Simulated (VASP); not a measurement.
# Fe (Im-3m) in VASP: further runs

Aim: see how the results for Fe move with the level of theory and the settings. Levels: PBEsol+D3(BJ), PBE-based screened hybrid with 25 % exact exchange. Tasks: single point.

All numbers are computed with VASP 6.6.1; they aren't measurements. Logs are shortened: lines on timing, memory, paths and dates and some standing lists are left out, and cuts for length are marked.

## 1. The cell of the first run

Symmetry: Im-3m, No. 229, cubic system. Conventional cell: a = 2.886 Å, b = 2.886 Å, c = 2.886 Å, α = 90.00°, β = 90.00°, γ = 90.00°. Fe (site symmetry m-3m) has 14 Fe at 2.50 to 2.89 Å within 3.3 Å.

## 2. Single point, PBEsol+D3(BJ), collinear spin, ferromagnetic start

Contents of INCAR:

```
SYSTEM = Fe
ALGO     = Normal         ! electronic algorithm
EDIFF    = 1E-6           ! SCF threshold, eV
ENCUT    = 690            ! plane-wave cutoff, eV
GGA      = PS             ! functional
GGA_COMPAT= .FALSE.      
ISIF     = 2              ! what is computed and relaxed
ISMEAR   = 1              ! smearing method
ISPIN    = 2              ! spin polarisation
IVDW     = 12             ! dispersion correction
LASPH    = .TRUE.         ! aspherical terms in the spheres
LCHARG   = .FALSE.        ! write CHGCAR
LMAXMIX  = 4              ! l up to which the mixer works
LORBIT   = 11             ! projections on sites
LREAL    = .FALSE.        ! projectors in reciprocal space
LWAVE    = .FALSE.        ! write WAVECAR
MAGMOM   = 3              ! initial moments
NBANDS   = 18             ! bands
NELM     = 200            ! most SCF steps
PREC     = Accurate       ! precision mode
SIGMA    = 0.1            ! smearing width, eV
```

Contents of KPOINTS:

```
k-points
0
G
  13 13 13
  0 0 0
```

Contents of POSCAR:

```
Fe
1.0
   -1.4430000000      1.4430000000      1.4430000000
    1.4430000000     -1.4430000000      1.4430000000
    1.4430000000      1.4430000000     -1.4430000000
Fe
1
Direct
    0.0000000000      0.0000000000      0.0000000000
```

Potentials or basis: VASP PAW PBE potentials, release 64 (Fe_sv).

The run is started by

```bash
$ cat potpaw_PBE.64/Fe_sv/POTCAR > POTCAR
$ mpirun -np 1 vasp_std > vasp.out
```

OUTCAR:

```text
SYSTEM = Fe
   EDIFF = 1E-6
   ENCUT = 690
   GGA = PS
   ISIF = 2
   ISMEAR = 1
   ISPIN = 2
   IVDW = 12
   LASPH = .TRUE.
   LORBIT = 11
   LREAL = .FALSE.
   NELM = 200
   PREC = Accurate
 IVDW          = 12

 ion  position               nearest neighbor table
   1  0.000  0.000  0.000-

  LATTYP: Found a body centered cubic cell.
 ALAT       =     2.8860000000

  Lattice vectors:

 A1 = (  -1.4430000000,   1.4430000000,   1.4430000000)
 A2 = (   1.4430000000,  -1.4430000000,   1.4430000000)
 A3 = (   1.4430000000,   1.4430000000,  -1.4430000000)

Analysis of symmetry for initial positions (statically):
=====================================================================
 Subroutine PRICEL returns:
 Original cell was already a primitive cell.

 Routine SETGRP: Setting up the symmetry group for a
 body centered cubic supercell.

 Subroutine GETGRP returns: Found 48 space group operations
 (whereof 48 operations were pure point group operations)
 out of a pool of 48 trial point group operations.

The static configuration has the point symmetry O_h .

Analysis of symmetry for dynamics (positions and initial velocities):
=====================================================================
 Subroutine PRICEL returns:
 Original cell was already a primitive cell.

 Routine SETGRP: Setting up the symmetry group for a
 body centered cubic supercell.

 Subroutine GETGRP returns: Found 48 space group operations
 (whereof 48 operations were pure point group operations)
 out of a pool of 48 trial point group operations.

The dynamic configuration has the point symmetry O_h .

Analysis of structural, dynamic, and magnetic symmetry:
=====================================================================
 Subroutine PRICEL returns:
 Original cell was already a primitive cell.

 Routine SETGRP: Setting up the symmetry group for a
 body centered cubic supercell.

 Subroutine GETGRP returns: Found 48 space group operations
 (whereof 48 operations were pure point group operations)
 out of a pool of 48 trial point group operations.

The overall configuration has the point symmetry O_h .

 Subroutine INISYM returns: Found 48 space group operations
 (whereof 48 operations are pure point group operations),
 and found     1 'primitive' translations

----------------------------------------------------------------------------------------

                                     Primitive cell

[... 100 lines left out ...]
   NUPDOWN=      -1.0000    fix difference up-down
   EMIN   =  10.00;   EMAX   =-10.00  energy-range for DOS
   EFERMI =   0.00;   METHOD = LEGACY
   ISMEAR =     1;   SIGMA  =   0.10  broadening in eV -4-tet -1-fermi 0-gaus
   EFERMI_NEDOS =   21; number of points for ismear=-14 and -15
   IALGO  =     38    algorithm
   IMIX   =      4    mixing-type and parameters
     AMIX     =   0.40;   BMIX     =  1.00
     AMIX_MAG =   1.60;   BMIX_MAG =  1.00
  volume/ion in A,a.u.               =      12.02        81.11
  Fermi-wavevector in a.u.,A,eV,Ry     =   1.800923  3.403251 44.128101  3.243324
  Thomas-Fermi vector in A             =   2.861551
   LORBIT       =     11    0 simple, 1 ext, 2 COOP (PROOUT), +10 PAW based schemes
   GGA     = PS    functional components
   LHFCALC =     F    Hartree Fock is set to
   AEXX    =    0.0000 exact exchange contribution
   IVDW    =    12    specifies the selected vdW correction
   LEPSILON=     F    determine dielectric tensor
   LRPA    =     F    only Hartree local field effects (RPA)
 spin polarized calculation
 Methfessel and Paxton  Order N= 1 SIGMA  =   0.10
  energy-cutoff  :      690.00
  volume of cell :       12.02
 maximum number of plane-waves:       531
 NGX is ok and might be reduce to    24
   NGX = 11   NGY = 11   NGZ = 11

 number of electron      15.9999991 magnetization       2.2707055

 Free energy of the ion-electron system (eV)
  ---------------------------------------------------
  ext. energy  EPLUGINS =         0.00000000
  ---------------------------------------------------
  free energy    TOTEN  =        -8.94961753 eV

  energy without entropy =       -8.94976659  energy(sigma->0) =       -8.94966722

 E-fermi :  11.0181     XC(G=0): -13.5567

 val. band max:       11.0135260726   @ k =  -0.3846   0.3846   0.2308
 cond. band min:      11.0348345761   @ k =  -0.4615  -0.4615   0.3077
 fundamental gap:      0.0213085035
 Fermi energy:        11.0180743307

 spin component 1

 k-point     1 :       0.0000    0.0000    0.0000
  band No.  band energies     occupation
      1     -76.7101      1.00000
      2     -42.6683      1.00000
      3     -42.6683      1.00000
      4     -42.6683      1.00000
      5       2.8111      1.00000
      6       8.8268      1.00000
[... 493 lines left out ...]
     17      44.3632      0.00000
     18      47.6630      0.00000

 [... further k-points ...]

 spin component 2

 k-point     1 :       0.0000    0.0000    0.0000
  band No.  band energies     occupation
      1     -74.0031      1.00000
      2     -40.0094      1.00000
      3     -40.0094      1.00000
      4     -40.0094      1.00000
      5       3.0392      1.00000
      6      10.8485      1.01872
[... 493 lines left out ...]
     17      44.7440      0.00000
     18      48.2115      0.00000

 [... further k-points ...]

------------------------ aborting loop because EDIFF is reached ----------------------------------------

 Edisp (eV)   -0.31362

 E8    (eV) :    -0.2102

  FORCE on cell =-STRESS in cart. coord.  units (eV):
  Direction    XX          YY          ZZ          XY          YZ          ZX
  --------------------------------------------------------------------------------------
  -------------------------------------------------------------------------------------
  Total      -1.74767    -1.74767    -1.74767     0.00000     0.00000     0.00000
  in kB    -232.97604  -232.97604  -232.97604     0.00000     0.00000     0.00000
  external pressure =     -232.98 kB  Pullay stress =        0.00 kB

 VOLUME and BASIS-vectors are now :
 -----------------------------------------------------------------------------
  energy-cutoff  :      690.00
  volume of cell :       12.02
      direct lattice vectors                 reciprocal lattice vectors
    -1.443000000  1.443000000  1.443000000     0.000000000  0.346500347  0.346500347
     1.443000000 -1.443000000  1.443000000     0.346500347  0.000000000  0.346500347
     1.443000000  1.443000000 -1.443000000     0.346500347  0.346500347  0.000000000

 POSITION                                       TOTAL-FORCE (eV/Angst)
 -----------------------------------------------------------------------------------
      0.00000      0.00000      0.00000         0.000000     -0.000000      0.000000
 -----------------------------------------------------------------------------------
    total drift:                                0.000000      0.000000     -0.000000

  FREE ENERGIE OF THE ION-ELECTRON SYSTEM (eV)
  ---------------------------------------------------
  free  energy   TOTEN  =        -9.2632330229 eV

  energy  without entropy=       -9.2633820814  energy(sigma->0) =       -9.26328271

 total charge

# of ion       s       p       d       tot
------------------------------------------
    1        2.179   6.027   5.503  13.709

 magnetization (x)

# of ion       s       p       d       tot
------------------------------------------
    1       -0.001  -0.008   2.282   2.272
```

OSZICAR:

```text
N       E                     dE             d eps       ncg     rms          rms(c)
DAV:   1     0.222881813527E+03    0.22288E+03   -0.10206E+04  6156   0.152E+03
DAV:   2    -0.658215380693E+00   -0.22354E+03   -0.20644E+03  6090   0.441E+02
DAV:   3    -0.100537440338E+02   -0.93955E+01   -0.92721E+01  7030   0.111E+02
DAV:   4    -0.101933036512E+02   -0.13956E+00   -0.13953E+00  7046   0.138E+01
DAV:   5    -0.101968697645E+02   -0.35661E-02   -0.35660E-02  7148   0.229E+00    0.132E+01
DAV:   6    -0.916526091156E+01    0.10316E+01   -0.34943E+00  6696   0.532E+01    0.126E+01
DAV:   7    -0.896323664656E+01    0.20202E+00   -0.64000E-01  6862   0.206E+01    0.495E+00
DAV:   8    -0.895568384910E+01    0.75528E-02   -0.10326E-02  6694   0.130E+00    0.124E+00
DAV:   9    -0.894976917186E+01    0.59147E-02   -0.41719E-03  8770   0.107E+00    0.335E-01
DAV:  10    -0.894959920136E+01    0.16997E-03   -0.10053E-03  6958   0.712E-01    0.502E-02
DAV:  11    -0.894961273687E+01   -0.13536E-04   -0.26539E-05  7390   0.793E-02    0.245E-02
DAV:  12    -0.894961728832E+01   -0.45515E-05   -0.50167E-06  6600   0.317E-02    0.643E-03
DAV:  13    -0.894961753436E+01   -0.24605E-06   -0.14983E-07  3656   0.658E-03
   1 F= -.92632330E+01 E0= -.92632827E+01  d E =0.149058E-03  mag=     2.2708
```

Run time: 16 s. Hardware: 1 thread of Intel Xeon 6975P-C (Granite Rapids), shared host; peak memory 0.18 GiB.

Results:

- Free energy: -9.2632 eV
- Pressure: -23.3 GPa
- Net moment: 2.27 μB per cell
- Site moments: Fe +2.27 μB
- Valence electrons inside the program's atomic spheres: Fe 13.71
- Dispersion energy per atom: -0.314 eV

Levels at points of the mesh, in eV from the Fermi level:
Spin up:
```tsv
k point	band 5	band 6	band 7	band 8	band 9	band 10	band 11	band 12	band 13	band 14
(0.00, 0.00, 0.00)	-8.21	-2.19	-2.19	-2.19	-1.03	-1.03	23.91	23.91	23.91	29.02
```
Spin down:
```tsv
k point	band 3	band 4	band 5	band 6	band 7	band 8	band 9	band 10	band 11	band 12
(0.00, 0.00, 0.00)	-51.03	-51.03	-7.98	-0.17	-0.17	-0.17	1.70	1.70	23.79	23.79
```

Caveat: the cell stands under tension; the PAW data sets were made with another functional, which shifts forces and pressure a little.

## 3. Single point, PBEsol+D3(BJ), collinear spin, ferromagnetic start

This run uses another cell than the first one, of 12.74 Å³/atom.

Contents of INCAR:

```
ALGO = Normal
EDIFF = 1E-6
ENCUT = 690
GGA = PS
GGA_COMPAT = False
ISIF = 2
ISMEAR = 1
ISPIN = 2
IVDW = 12
LASPH = True
LCHARG = False
LMAXMIX = 4
LORBIT = 11
LREAL = False
LWAVE = False
MAGMOM = 3
NBANDS = 18
NELM = 200
PREC = Accurate
SIGMA = 0.1
```

Contents of KPOINTS:

```
k-points
0
Gamma
  13 13 13
```

Contents of POSCAR:

```
Fe
1.0
   -1.4713013028      1.4713013028      1.4713013028
    1.4713013028     -1.4713013028      1.4713013028
    1.4713013028      1.4713013028     -1.4713013028
Fe
1
Direct
    0.0000000000      0.0000000000      0.0000000000
```

Potentials or basis: VASP PAW PBE potentials, release 64 (Fe_sv).

The run is started by

```bash
$ cat potpaw_PBE.64/Fe_sv/POTCAR > POTCAR
$ mpirun -np 1 vasp_std > vasp.out
```

It took 37 s on 1 thread of AMD EPYC 9R45 (Zen 5), shared host; peak memory 0.15 GiB.

The run converged. Its results:

```yaml
Free_energy: -9.1529 eV
Pressure: -25.3 GPa
Net_moment: 2.53 μB per cell
Site_moments: Fe +2.53 μB
Valence_electrons_inside_the_program's_atomic_spheres: Fe 13.69
Dispersion_energy_per_atom: -0.296 eV
```

Levels at points of the mesh, in eV from the Fermi level:
Spin up:
```csv
k point,band 7,band 8,band 9,band 10,band 11,band 12
"(0.00, 0.00, 0.00)",-2.18,-2.18,-1.07,-1.07,23.37,23.37
```
Spin down:
| k point | band 5 | band 6 | band 7 | band 8 | band 9 | band 10 |
| --- | --- | --- | --- | --- | --- | --- |
| (0.00, 0.00, 0.00) | -7.65 | 0.14 | 0.14 | 0.14 | 1.83 | 1.83 |

Caveat: the cell stands under tension; the PAW data sets were made with another functional, which shifts forces and pressure a little.

[end of part 1 of 2]
